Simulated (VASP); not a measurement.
# Ta3N (P-3m1) in VASP: a series of runs

The runs below take Ta3N through single point, with PBE.

All numbers are computed with VASP 6.6.1; they aren't measurements. Logs are shortened: lines on timing, memory, paths and dates and some standing lists are left out, and cuts for length are marked.

## Step 1: The cell of the first run

The structure is trigonal, space group P-3m1 (No. 164). The conventional cell has a = 3.107 Å, b = 3.107 Å, c = 7.149 Å, α = 90.00°, β = 90.00°, γ = 120.00°. Ta (site symmetry -3m) has 12 Ta at 2.94 to 3.11 Å and 2 N at 3.57 Å within 3.9 Å. Ta (site symmetry 3m) has 3 N at 2.18 Å within 2.9 Å. N (site symmetry -3m) has 6 Ta at 2.18 Å within 2.9 Å.

## Step 2: Single point, PBE

File INCAR:

```
SYSTEM = Ta3N
ALGO = Normal
EDIFF = 1E-7
ENCUT = 520
GGA = PE
ISIF = 2
ISMEAR = 0
LASPH = .TRUE.
LCHARG = .FALSE.
LREAL = .FALSE.
LWAVE = .FALSE.
NBANDS = 27
NELM = 80
PREC = Accurate
SIGMA = 0.15
```

File KPOINTS:

```
k-points
0
G
  24 24 8
  0 0 0
```

File POSCAR:

```
Ta3N
1.0
    3.1069396892      0.0000000000      0.0000000000
   -1.5534698447      2.6906886989      0.0000000000
    0.0000000000      0.0000000000      7.1489420245
Ta N
3 1
Direct
    0.0000000000      0.0000000000      0.5000000000
    0.3333333333      0.6666666667      0.1735950547
    0.6666666667      0.3333333333      0.8264049453
    0.0000000000      0.0000000000      0.0000000000
```

Potentials or basis: VASP PAW PBE potentials, release 64 (Ta_pv, N).

On the command line:

```console
$ cat potpaw_PBE.64/Ta_pv/POTCAR potpaw_PBE.64/N/POTCAR > POTCAR
$ mpirun -np 1 vasp_std > vasp.out
```

OUTCAR:

```text
SYSTEM = Ta3N
   EDIFF = 1E-7
   ENCUT = 520
   GGA = PE
   ISIF = 2
   ISMEAR = 0
   LASPH = .TRUE.
   LREAL = .FALSE.
   NELM = 80
   PREC = Accurate

 ion  position               nearest neighbor table
   1  0.000  0.000  0.500-   2 2.94   3 2.94   3 2.94   2 2.94   3 2.94   2 2.94
   2  0.333  0.667  0.174-   4 2.18   4 2.18   4 2.18   1 2.94   1 2.94   1 2.94   3 3.06   3 3.06
                             3 3.06
   3  0.667  0.333  0.826-   4 2.18   4 2.18   4 2.18   1 2.94   1 2.94   1 2.94   2 3.06   2 3.06
                             2 3.06
   4  0.000  0.000  0.000-   2 2.18   3 2.18   3 2.18   2 2.18   3 2.18   2 2.18

  LATTYP: Found a hexagonal cell.
 ALAT       =     3.1069396892
 C/A-ratio  =     2.3009593811

  Lattice vectors:

 A1 = (   3.1069396892,   0.0000000000,   0.0000000000)
 A2 = (  -1.5534698447,   2.6906886989,   0.0000000000)
 A3 = (   0.0000000000,   0.0000000000,   7.1489420245)

Analysis of symmetry for initial positions (statically):
=====================================================================
 Subroutine PRICEL returns:
 Original cell was already a primitive cell.

 Routine SETGRP: Setting up the symmetry group for a
 hexagonal supercell.

 Subroutine GETGRP returns: Found 12 space group operations
 (whereof 12 operations were pure point group operations)
 out of a pool of 24 trial point group operations.

The static configuration has the point symmetry D_3d.

Analysis of symmetry for dynamics (positions and initial velocities):
=====================================================================
 Subroutine PRICEL returns:
 Original cell was already a primitive cell.

 Routine SETGRP: Setting up the symmetry group for a
 hexagonal supercell.

 Subroutine GETGRP returns: Found 12 space group operations
 (whereof 12 operations were pure point group operations)
 out of a pool of 24 trial point group operations.

The dynamic configuration has the point symmetry D_3d.

 Subroutine INISYM returns: Found 12 space group operations
 (whereof 12 operations are pure point group operations),
 and found     1 'primitive' translations

----------------------------------------------------------------------------------------

                                     Primitive cell

  volume of cell :      59.7638
[... 83 lines left out ...]
 SYSTEM =  Ta3N
   PREC   = accura    normal or accurate (medium, high low for compatibility)
   ISTART =      0    job   : 0-new  1-cont  2-samecut
   ICHARG =      2    charge: 1-file 2-atom 10-const
   ISPIN  =      1    spin polarized calculation?
   LNONCOLLINEAR =      F non collinear calculations
   LSORBIT =      F    spin-orbit coupling
   LASPH  =      T    aspherical Exc in radial PAW
   ENCUT  =  520.0 eV  38.22 Ry    6.18 a.u.   5.78  5.78 13.29*2*pi/ulx,y,z
   NELM   =     80;   NELMIN=  2; NELMDL= -5     # of ELM steps
   EDIFF  = 0.1E-06   stopping-criterion for ELM
   LREAL  =      F    real-space projection
   EDIFFG = 0.1E-05   stopping-criterion for IOM
   NSW    =      0    number of steps for IOM
   IBRION =     -1    ionic relax: 0-MD 1-quasi-New 2-CG
   NFREE  =      0    steps in history (QN), initial steepest desc. (CG)
   ISIF   =      2    stress and relaxation
   ISYM   =      2    0-nonsym 1-usesym 2-fastsym
   POTIM  = 0.5000    time-step for ionic-motion
   TEBEG  =    0.0;   TEEND  =   0.0 temperature during run
   PSTRESS=    0.0 pullay stress
   NELECT =      38.0000    total number of electrons
   NUPDOWN=      -1.0000    fix difference up-down
   EMIN   =  10.00;   EMAX   =-10.00  energy-range for DOS
   EFERMI =   0.00;   METHOD = LEGACY
   ISMEAR =     0;   SIGMA  =   0.15  broadening in eV -4-tet -1-fermi 0-gaus
   EFERMI_NEDOS =   21; number of points for ismear=-14 and -15
   IALGO  =     38    algorithm
   IMIX   =      4    mixing-type and parameters
     AMIX     =   0.40;   BMIX     =  1.00
     AMIX_MAG =   1.60;   BMIX_MAG =  1.00
  volume/ion in A,a.u.               =      14.94       100.83
  Fermi-wavevector in a.u.,A,eV,Ry     =   1.407743  2.660248 26.963211  1.981740
  Thomas-Fermi vector in A             =   2.529971
   LORBIT       =      0    0 simple, 1 ext, 2 COOP (PROOUT), +10 PAW based schemes
   GGA     = PE    functional components
   LHFCALC =     F    Hartree Fock is set to
   AEXX    =    0.0000 exact exchange contribution
   IVDW    =     0    specifies the selected vdW correction
   LEPSILON=     F    determine dielectric tensor
   LRPA    =     F    only Hartree local field effects (RPA)
 non-spin polarized calculation
 Gauss-broadening in eV      SIGMA  =   0.15
  energy-cutoff  :      520.00
  volume of cell :       59.76
 maximum number of plane-waves:      1628
   NGX = 11   NGY = 11   NGZ = 27

 number of electron      37.9999996 magnetization

 Free energy of the ion-electron system (eV)
  ---------------------------------------------------
  ext. energy  EPLUGINS =         0.00000000
  ---------------------------------------------------
  free energy    TOTEN  =       -45.52079821 eV

  energy without entropy =      -45.49255670  energy(sigma->0) =      -45.50667746

 E-fermi :   6.6714     XC(G=0): -12.6949

 val. band max:        6.6690770135   @ k =  -0.0833   0.4583   0.3750
 cond. band min:       6.6714263683   @ k =   0.2917   0.1667   0.1250
 fundamental gap:      0.0023493547
 Fermi energy:         6.6714221539

 k-point     1 :       0.0000    0.0000    0.0000
  band No.  band energies     occupation
      1     -28.5124      2.00000
      2     -28.1947      2.00000
      3     -27.9833      2.00000
      4     -27.9833      2.00000
      5     -27.9370      2.00000
      6     -27.9370      2.00000
[... 709 lines left out ...]
     26      11.5036      0.00000
     27      11.7977      0.00000

 [... further k-points ...]
[... 5 lines left out ...]
  --------------------------------------------------------------------------------------
  -------------------------------------------------------------------------------------
  Total       -1.1177369     -1.1177369      3.0345555      0.0000000      0.0000000     -0.0000000
  in kB      -29.9648497    -29.9648497     81.3518849      0.0000000      0.0000000     -0.0000000
  external PRESSURE =       7.1407285 kB  Pullay stress =       0.0000000 kB

 VOLUME and BASIS-vectors are now :
 -----------------------------------------------------------------------------
  energy-cutoff  :      520.00
  volume of cell :       59.76
      direct lattice vectors                 reciprocal lattice vectors
     3.106939689  0.000000000  0.000000000     0.321860126  0.185826030  0.000000000
    -1.553469845  2.690688699  0.000000000     0.000000000  0.371652061  0.000000000
     0.000000000  0.000000000  7.148942025     0.000000000  0.000000000  0.139880838

 POSITION                                       TOTAL-FORCE (eV/Angst)
 -----------------------------------------------------------------------------------
      0.00000      0.00000      3.57447        -0.000000      0.000000      0.000000
     -0.00000      1.79379      1.24102        -0.000000      0.000000     -0.471827
      1.55347      0.89690      5.90792         0.000000     -0.000000      0.471827
      0.00000      0.00000      0.00000        -0.000000      0.000000      0.000000
 -----------------------------------------------------------------------------------
    total drift:                                0.000000     -0.000000     -0.000000

  FREE ENERGIE OF THE ION-ELECTRON SYSTEM (eV)
  ---------------------------------------------------
  free  energy   TOTEN  =       -45.5207982150 eV

  energy  without entropy=      -45.4925567005  energy(sigma->0) =      -45.50667746
```

OSZICAR:

```text
N       E                     dE             d eps       ncg     rms          rms(c)
DAV:   1     0.337031799686E+03    0.33703E+03   -0.21220E+04 24270   0.147E+03
DAV:   2    -0.333234543235E+02   -0.37036E+03   -0.36207E+03 27449   0.426E+02
DAV:   3    -0.491220222793E+02   -0.15799E+02   -0.15482E+02 31376   0.809E+01
DAV:   4    -0.493682782579E+02   -0.24626E+00   -0.24486E+00 30482   0.987E+00
DAV:   5    -0.493714804975E+02   -0.32022E-02   -0.31975E-02 31626   0.101E+00    0.291E+01
DAV:   6    -0.459761062635E+02    0.33954E+01   -0.15716E+01 31226   0.236E+01    0.137E+01
DAV:   7    -0.455938449363E+02    0.38226E+00   -0.19309E+00 30084   0.864E+00    0.620E+00
DAV:   8    -0.455542722316E+02    0.39573E-01   -0.71033E-01 31797   0.477E+00    0.120E+00
DAV:   9    -0.455234628851E+02    0.30809E-01   -0.27811E-01 30994   0.344E+00    0.542E-01
DAV:  10    -0.455211234727E+02    0.23394E-02   -0.24204E-02 31020   0.860E-01    0.217E-01
DAV:  11    -0.455208124597E+02    0.31101E-03   -0.30931E-03 32290   0.348E-01    0.579E-02
DAV:  12    -0.455207999852E+02    0.12475E-04   -0.24347E-04 30822   0.106E-01    0.243E-02
DAV:  13    -0.455207990847E+02    0.90046E-06   -0.17550E-05 29592   0.257E-02    0.710E-03
DAV:  14    -0.455207981111E+02    0.97356E-06   -0.14596E-06 30183   0.846E-03    0.218E-03
DAV:  15    -0.455207982279E+02   -0.11673E-06   -0.21502E-07 22469   0.283E-03    0.548E-04
DAV:  16    -0.455207982150E+02    0.12881E-07   -0.18243E-08 15867   0.105E-03
   1 F= -.45520798E+02 E0= -.45506677E+02  d E =-.282415E-01
```

Run time: 8.8 min. Hardware: 1 thread of Intel Xeon Platinum 8259CL at 2.50GHz (Skylake/Cascade Lake), shared host; peak memory 0.64 GiB.

What came out:

| Quantity | Value |
| --- | --- |
| Free energy | -45.5208 eV |
| Pressure | 0.7 GPa |
| Largest force | 0.472 eV/Å |
| Band gap on the k mesh | zero (band 19 reaches 7.23 eV, above the bottom of band 20 at 6.40 eV) |

Forces on the atoms (eV/Å):
```
Ta   0.000  0.000  0.000
Ta   0.000  0.000 -0.472
Ta   0.000  0.000  0.472
N    0.000  0.000  0.000
```

Caveat: spin-orbit coupling is left out, which moves the levels of the heavy elements.

## Step 3: Single point, PBE

This run uses another cell than the first one, of the same volume but with other edges.

File INCAR:

```
SYSTEM = Ta3N
  PREC = Accurate
  ENCUT = 520
  EDIFF = 1E-7
  ISMEAR = 0
  SIGMA = 0.15
  LREAL = .False.
  LASPH = .True.
  NELM = 60
  ALGO = Normal
  ISIF = 2
  LWAVE = .False.
  LCHARG = .False.
  GGA = PE
  NBANDS = 27
```

File KPOINTS:

```
Automatic mesh
0
Gamma
  24 24 8
  0 0 0
```

File POSCAR:

```
Ta3N
1.0
    2.9272818301      0.0000000000      0.0000000000
   -1.4636409151      2.5351004288      0.0000000000
    0.0000000000      0.0000000000      8.0533828769
Ta N
3 1
Direct
    0.0000000000      0.0000000000      0.5000000000
    0.3333333333      0.6666666667      0.1735950547
    0.6666666667      0.3333333333      0.8264049453
    0.0000000000      0.0000000000      0.0000000000
```

Potentials or basis: VASP PAW PBE potentials, release 64 (Ta_pv, N).

On the command line:

```console
$ cat potpaw_PBE.64/Ta_pv/POTCAR potpaw_PBE.64/N/POTCAR > POTCAR
$ mpirun -np 1 vasp_std > vasp.out
```

Wall time 9.1 min (1 thread of Intel Xeon Platinum 8259CL at 2.50GHz (Skylake/Cascade Lake), shared host); peak memory 0.66 GiB.

Results (log left out):

* Free energy: -45.4571 eV
* Pressure: 0.9 GPa
* Largest force: 0.470 eV/Å
* Band gap on the k mesh: zero (band 19 reaches 6.90 eV, above the bottom of band 20 at 6.21 eV)

Forces in eV/Å, atoms in the order of the input:
```
Ta   0.000  0.000  0.000
Ta   0.000  0.000  0.470
Ta   0.000  0.000 -0.470
N    0.000  0.000  0.000
```

Stress tensor (GPa, compression positive):
```
 6.29  0.00  0.00
 0.00  6.29  0.00
 0.00  0.00 -9.74
```

Levels at points of the mesh, in eV from the Fermi level:
```csv
k point,band 16,band 17,band 18,band 19,band 20,band 21,band 22,band 23
"(0.00, 0.00, 0.00)",-1.73,-1.00,0.04,0.04,0.55,0.79,0.79,1.95
"(0.50, 0.00, 0.00)",-2.97,-1.00,-0.61,-0.15,1.18,1.45,3.72,4.46
"(0.00, 0.00, 0.50)",-1.63,-1.39,0.14,0.14,0.72,0.88,0.88,1.70
"(0.50, 0.00, 0.50)",-2.81,-1.36,-0.97,0.37,0.44,2.10,2.73,4.77
```

Caveat: spin-orbit coupling is left out, which moves the levels of the heavy elements.
